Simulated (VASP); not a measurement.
# HfSiO4 (F-43m) in VASP: relaxation of cell and atoms with PBE

Aim: the relaxation of cell and atoms of HfSiO4 with PBE.

All numbers are computed with VASP 6.6.1; they aren't measurements. Logs are shortened: lines on timing, memory, paths and dates and some standing lists are left out, and cuts for length are marked.

### Step 1. The cell of the first run

Symmetry: F-43m, No. 216, cubic system. Conventional cell: a = 8.248 Å, b = 8.248 Å, c = 8.248 Å, α = 90.00°, β = 90.00°, γ = 90.00°. Hf (site symmetry -43m) has 4 O at 1.94 Å within 2.6 Å. Within 2.2 Å of Si (site symmetry -43m) lie 4 O at 1.63 Å. Within 2.2 Å of O (site symmetry 3m) lie 1 Si at 1.63 Å and 1 Hf at 1.94 Å.

### Step 2. Relaxation of cell and atoms, PBE

INCAR

```
PREC     = Accurate       # precision mode
ENCUT    = 600            # plane-wave cutoff, eV
EDIFF    = 1E-6           # SCF threshold, eV
ISMEAR   = 0              # smearing method
SIGMA    = 0.02           # smearing width, eV
LREAL    = False          # projectors in reciprocal space
LASPH    = True           # aspherical terms in the spheres
NELM     = 80             # most SCF steps
ALGO     = Normal         # electronic algorithm
ISIF     = 3              # what is computed and relaxed
LWAVE    = False          # write WAVECAR
LCHARG   = False          # write CHGCAR
GGA      = PE             # functional
IBRION   = 2              # ionic algorithm
NSW      = 100            # ionic steps
EDIFFG   = -0.01          # ionic threshold
```

KPOINTS

```
Automatic mesh
0
Gamma
  6 6 6
```

POSCAR

```
HfSiO4
1.0
    0.0000000000      4.1241834753      4.1241834753
    4.1241834753      0.0000000000      4.1241834753
    4.1241834753      4.1241834753      0.0000000000
Hf Si O
1 1 4
Direct
    0.0000000000      0.0000000000      0.0000000000
    0.2500000000      0.2500000000      0.2500000000
    0.5925399953      0.1358200016      0.1358200016
    0.1358200016      0.1358200016      0.1358200016
    0.1358200016      0.5925399953      0.1358200016
    0.1358200016      0.1358200016      0.5925399953
```

Potentials or basis: VASP PAW PBE potentials, release 64 (Hf_pv, Si, O).

Command:

```console
> cat potpaw_PBE.64/Hf_pv/POTCAR potpaw_PBE.64/Si/POTCAR potpaw_PBE.64/O/POTCAR > POTCAR
> mpirun -np 1 vasp_std > vasp.out
```

OUTCAR:

```text
PREC = Accurate
   ENCUT = 600
   EDIFF = 1E-6
   ISMEAR = 0
   LREAL = False
   LASPH = True
   NELM = 80
   ISIF = 3
   GGA = PE
   IBRION = 2
   NSW = 100
   EDIFFG = -0.01

 ion  position               nearest neighbor table
   1  0.000  0.000  0.000-   3 1.94   5 1.94   6 1.94   4 1.94
   2  0.250  0.250  0.250-   4 1.63   3 1.63   5 1.63   6 1.63
   3  0.593  0.136  0.136-   2 1.63   1 1.94
   4  0.136  0.136  0.136-   2 1.63   1 1.94
   5  0.136  0.593  0.136-   2 1.63   1 1.94
   6  0.136  0.136  0.593-   2 1.63   1 1.94

  LATTYP: Found a face centered cubic cell.
 ALAT       =     8.2483669506

  Lattice vectors:

 A1 = (   0.0000000000,   4.1241834753,   4.1241834753)
 A2 = (   4.1241834753,   0.0000000000,   4.1241834753)
 A3 = (   4.1241834753,   4.1241834753,   0.0000000000)

Analysis of symmetry for initial positions (statically):
=====================================================================
 Subroutine PRICEL returns:
 Original cell was already a primitive cell.

 Routine SETGRP: Setting up the symmetry group for a
 face centered cubic supercell.

 Subroutine GETGRP returns: Found 24 space group operations
 (whereof 24 operations were pure point group operations)
 out of a pool of 48 trial point group operations.

The static configuration has the point symmetry T_d .

Analysis of symmetry for dynamics (positions and initial velocities):
=====================================================================
 Subroutine PRICEL returns:
 Original cell was already a primitive cell.

 Routine SETGRP: Setting up the symmetry group for a
 face centered cubic supercell.

 Subroutine GETGRP returns: Found 24 space group operations
 (whereof 24 operations were pure point group operations)
 out of a pool of 48 trial point group operations.

The dynamic configuration has the point symmetry T_d .

 Subroutine INISYM returns: Found 24 space group operations
 (whereof 24 operations are pure point group operations),
 and found     1 'primitive' translations

----------------------------------------------------------------------------------------

                                     Primitive cell

  volume of cell :     140.2956

  direct lattice vectors                    reciprocal lattice vectors
     0.000000000  4.124183475  4.124183475    -0.121236119  0.121236119  0.121236119
     4.124183475  0.000000000  4.124183475     0.121236119 -0.121236119  0.121236119
     4.124183475  4.124183475  0.000000000     0.121236119  0.121236119 -0.121236119

  length of vectors
     5.832476204  5.832476204  5.832476204     0.209987118  0.209987118  0.209987118

  position of ions in fractional coordinates (direct lattice)
     0.000000000  0.000000000  0.000000000
     0.250000000  0.250000000  0.250000000
     0.592539995  0.135820002  0.135820002
     0.135820002  0.135820002  0.135820002
     0.135820002  0.592539995  0.135820002
     0.135820002  0.135820002  0.592539995

  ion indices of the primitive-cell ions
   primitive index   ion index
                 1           1
                 2           2
                 3           3
                 4           4
                 5           5
                 6           6

----------------------------------------------------------------------------------------

 KPOINTS: Automatic mesh

Automatic generation of k-mesh.
 Grid dimensions read from file:
 generate k-points for:    6    6    6

 Generating k-lattice:

  Cartesian coordinates                     Fractional coordinates (reciprocal lattice)
    -0.020206020  0.020206020  0.020206020     0.166666667  0.000000000  0.000000000
     0.020206020 -0.020206020  0.020206020     0.000000000  0.166666667  0.000000000
     0.020206020  0.020206020 -0.020206020     0.000000000  0.000000000  0.166666667

  Length of vectors
     0.034997853  0.034997853  0.034997853

  Shift w.r.t. Gamma in fractional coordinates (k-lattice)
     0.000000000  0.000000000  0.000000000

 Subroutine IBZKPT returns following result:
 ===========================================

 Found     16 irreducible k-points:

 Following reciprocal coordinates:
            Coordinates               Weight
  0.000000  0.000000  0.000000      1.000000
  0.166667  0.000000  0.000000      8.000000
  0.333333  0.000000  0.000000      8.000000
  0.500000  0.000000  0.000000      4.000000
  0.166667  0.166667  0.000000      6.000000
  0.333333  0.166667  0.000000     24.000000
[... 8 lines left out ...]
 -0.333333  0.333333  0.166667     24.000000
 -0.333333  0.500000  0.166667     12.000000
   k-points           NKPTS =     16   k-points in BZ     NKDIM =     16   number of bands    NBANDS=     23
   number of dos      NEDOS =    301   number of ions     NIONS =      6
   total plane-waves  NPLWV = 110592
   dimension x,y,z NGX =    48 NGY =   48 NGZ =   48
   dimension x,y,z NGXF=    96 NGYF=   96 NGZF=   96
   ions per type =               1   1   4
   NGX,Y,Z   is equivalent  to a cutoff of  13.68, 13.68, 13.68 a.u.
   NGXF,Y,Z  is equivalent  to a cutoff of  27.36, 27.36, 27.36 a.u.
 SYSTEM =  unknown system
   PREC   = accura    normal or accurate (medium, high low for compatibility)
   ISTART =      0    job   : 0-new  1-cont  2-samecut
   ICHARG =      2    charge: 1-file 2-atom 10-const
   ISPIN  =      1    spin polarized calculation?
   LNONCOLLINEAR =      F non collinear calculations
   LSORBIT =      F    spin-orbit coupling
   LASPH  =      T    aspherical Exc in radial PAW
   ENCUT  =  600.0 eV  44.10 Ry    6.64 a.u.  11.65 11.65 11.65*2*pi/ulx,y,z
   NELM   =     80;   NELMIN=  2; NELMDL= -5     # of ELM steps
   EDIFF  = 0.1E-05   stopping-criterion for ELM
   LREAL  =      F    real-space projection
   EDIFFG = -.1E-01   stopping-criterion for IOM
   NSW    =    100    number of steps for IOM
   IBRION =      2    ionic relax: 0-MD 1-quasi-New 2-CG
   NFREE  =      1    steps in history (QN), initial steepest desc. (CG)
   ISIF   =      3    stress and relaxation
   ISYM   =      2    0-nonsym 1-usesym 2-fastsym
   POTIM  = 0.5000    time-step for ionic-motion
   TEBEG  =    0.0;   TEEND  =   0.0 temperature during run
   PSTRESS=    0.0 pullay stress
   NELECT =      38.0000    total number of electrons
   NUPDOWN=      -1.0000    fix difference up-down
   EMIN   =  10.00;   EMAX   =-10.00  energy-range for DOS
   EFERMI =   0.00;   METHOD = LEGACY
   ISMEAR =     0;   SIGMA  =   0.02  broadening in eV -4-tet -1-fermi 0-gaus
   EFERMI_NEDOS =   21; number of points for ismear=-14 and -15
   IALGO  =     38    algorithm
   IMIX   =      4    mixing-type and parameters
     AMIX     =   0.40;   BMIX     =  1.00
     AMIX_MAG =   1.60;   BMIX_MAG =  1.00
  volume/ion in A,a.u.               =      23.38       157.79
  Fermi-wavevector in a.u.,A,eV,Ry     =   1.059225  2.001644 15.265148  1.121957
  Thomas-Fermi vector in A             =   2.194562
   LORBIT       =      0    0 simple, 1 ext, 2 COOP (PROOUT), +10 PAW based schemes
   GGA     = PE    functional components
   LHFCALC =     F    Hartree Fock is set to
   AEXX    =    0.0000 exact exchange contribution
   IVDW    =     0    specifies the selected vdW correction
   LEPSILON=     F    determine dielectric tensor
   LRPA    =     F    only Hartree local field effects (RPA)
 conjugate gradient relaxation of ions
 non-spin polarized calculation
 Gauss-broadening in eV      SIGMA  =   0.02
  energy-cutoff  :      600.00
  volume of cell :      140.30
 maximum number of plane-waves:      4720
 NGX is ok and might be reduce to    48
   NGX = 23   NGY = 23   NGZ = 23

--------------------------------------- Ionic step        1  -------------------------------------------

 number of electron      37.9999991 magnetization

 Free energy of the ion-electron system (eV)
  ---------------------------------------------------
  ext. energy  EPLUGINS =         0.00000000
  ---------------------------------------------------
  free energy    TOTEN  =       -53.68140230 eV

  energy without entropy =      -53.68140230  energy(sigma->0) =      -53.68140230

------------------------ aborting loop because EDIFF is reached ----------------------------------------

  FORCE on cell =-STRESS in cart. coord.  units (eV):
  Direction    XX          YY          ZZ          XY          YZ          ZX
  --------------------------------------------------------------------------------------
  -------------------------------------------------------------------------------------
  Total       -0.2362205     -0.2362205     -0.2362205      0.0000000      0.0000000      0.0000000
  in kB       -2.6976410     -2.6976410     -2.6976410      0.0000000      0.0000000      0.0000000
  external PRESSURE =      -2.6976410 kB  Pullay stress =       0.0000000 kB

 VOLUME and BASIS-vectors are now :
 -----------------------------------------------------------------------------
  energy-cutoff  :      600.00
  volume of cell :      140.30
      direct lattice vectors                 reciprocal lattice vectors
     0.000000000  4.124183475  4.124183475    -0.121236119  0.121236119  0.121236119
     4.124183475  0.000000000  4.124183475     0.121236119 -0.121236119  0.121236119
     4.124183475  4.124183475  0.000000000     0.121236119  0.121236119 -0.121236119
[... 121 lines left out ...]
 POSITION                                       TOTAL-FORCE (eV/Angst)
 -----------------------------------------------------------------------------------
      4.11931      0.00000      4.11931        -0.000000     -0.000000     -0.000000
      2.05966      2.05966      2.05966        -0.000000     -0.000000     -0.000000
      1.11739      3.00193      3.00193        -0.008373      0.008373      0.008373
      1.11739      1.11739      1.11739        -0.008373     -0.008373     -0.008373
      3.00193      1.11739      3.00193         0.008373     -0.008373      0.008373
      3.00193      3.00193      1.11739         0.008373      0.008373     -0.008373
 -----------------------------------------------------------------------------------
    total drift:                               -0.000001     -0.000001     -0.000001

  FREE ENERGIE OF THE ION-ELECTRON SYSTEM (eV)
  ---------------------------------------------------
  free  energy   TOTEN  =       -53.6827923741 eV

  energy  without entropy=      -53.6827923741  energy(sigma->0) =      -53.68279237

--------------------------------------- Ionic step        5  -------------------------------------------

 number of electron      37.9999988 magnetization

 Free energy of the ion-electron system (eV)
  ---------------------------------------------------
  ext. energy  EPLUGINS =         0.00000000
  ---------------------------------------------------
  free energy    TOTEN  =       -53.68283420 eV

  energy without entropy =      -53.68283420  energy(sigma->0) =      -53.68283420

 E-fermi :  -2.2075     XC(G=0):  -6.7039

 val. band max:       -2.3901950892   @ k =   0.5000   0.0000   0.0000
 cond. band min:       2.3943754272   @ k =   0.0000   0.0000   0.0000
 fundamental gap:      4.7845705164
 Fermi energy:        -2.2074870987

 k-point     1 :       0.0000    0.0000    0.0000
  band No.  band energies     occupation
      1     -31.1479      2.00000
      2     -31.1479      2.00000
      3     -31.1478      2.00000
      4     -20.1917      2.00000
      5     -18.6181      2.00000
      6     -18.6181      2.00000
[... 15 lines left out ...]
     22       4.1257      0.00000
     23       5.3112      0.00000
[... 410 lines left out ...]
 POSITION                                       TOTAL-FORCE (eV/Angst)
 -----------------------------------------------------------------------------------
      0.00000      0.00000      0.00000        -0.000000      0.000000      0.000000
      2.06028      2.06028      2.06028        -0.000000      0.000000      0.000000
      1.11762      3.00294      3.00294         0.000731     -0.000731     -0.000731
      1.11762      1.11762      1.11762         0.000731      0.000731      0.000731
      3.00294      1.11762      3.00294        -0.000731      0.000731     -0.000731
      3.00294      3.00294      1.11762        -0.000731     -0.000731      0.000731
 -----------------------------------------------------------------------------------
    total drift:                               -0.000001     -0.000001     -0.000001

  FREE ENERGIE OF THE ION-ELECTRON SYSTEM (eV)
  ---------------------------------------------------
  free  energy   TOTEN  =       -53.6828342030 eV

  energy  without entropy=      -53.6828342030  energy(sigma->0) =      -53.68283420

 reached required accuracy - stopping structural energy minimisation
```

Wall time 3.7 min (1 thread of AMD EPYC 7R13, shared host); peak memory 0.34 GiB.

Results:

```yaml
Free_energy: -53.6828 eV
Relaxed_volume: 23.32 Å³/atom
Relaxed_cell: a = 5.827 Å, b = 5.827 Å, c = 5.827 Å, α = 60.00°, β = 60.00°, γ = 60.00°
Space_group_after_relaxing_to_0.1_Å: F-43m (No. 216)
Energy_gained_by_relaxing: 0.2 meV/atom
Ionic_steps: 5
Pressure_after_relaxing: 0.0 GPa
Band_gap_on_the_k_mesh: 4.78 eV
```

The path:
```csv
step,energy change (eV),largest force (eV/Å),pressure (GPa),volume (Å³)
1,0.0000,0.1890,-0.27,140.30
2,0.0040,0.4031,0.32,139.50
3,-0.0014,0.0112,-0.08,140.02
4,-0.0014,0.0145,0.08,139.80
5,-0.0014,0.0013,0.01,139.93
```

Final structure:
```cif
data_structure
_symmetry_space_group_name_H-M 'P 1'
_symmetry_Int_Tables_number 1
_cell_length_a 5.8274
_cell_length_b 5.8274
_cell_length_c 5.8274
_cell_angle_alpha 60.000
_cell_angle_beta 60.000
_cell_angle_gamma 60.000
_cell_volume 139.93
loop_
_atom_site_label
_atom_site_type_symbol
_atom_site_fract_x
_atom_site_fract_y
_atom_site_fract_z
_atom_site_occupancy
Hf1 Hf 0.00000 0.00000 0.00000 1
Si1 Si 0.25000 0.25000 0.25000 1
O1 O 0.59316 0.13561 0.13561 1
O2 O 0.13561 0.13561 0.13561 1
O3 O 0.13561 0.59316 0.13561 1
O4 O 0.13561 0.13561 0.59316 1
```

Levels at points of the mesh, in eV from the valence-band top:
| k point | band 16 | band 17 | band 18 | band 19 | band 20 | band 21 | band 22 | band 23 |
| --- | --- | --- | --- | --- | --- | --- | --- | --- |
| (0.00, 0.00, 0.00) | -1.99 | 0.00 | 0.00 | 0.00 | 4.78 | 6.52 | 6.52 | 7.70 |
| (0.50, 0.00, 0.00) | -1.28 | -0.77 | -0.77 | 0.00 | 6.21 | 6.63 | 6.63 | 6.91 |
| (0.50, 0.50, 0.00) | -1.25 | -1.25 | -0.43 | -0.43 | 6.13 | 6.49 | 7.16 | 7.51 |

Caveat: spin-orbit coupling is left out, which moves the levels of the heavy elements.
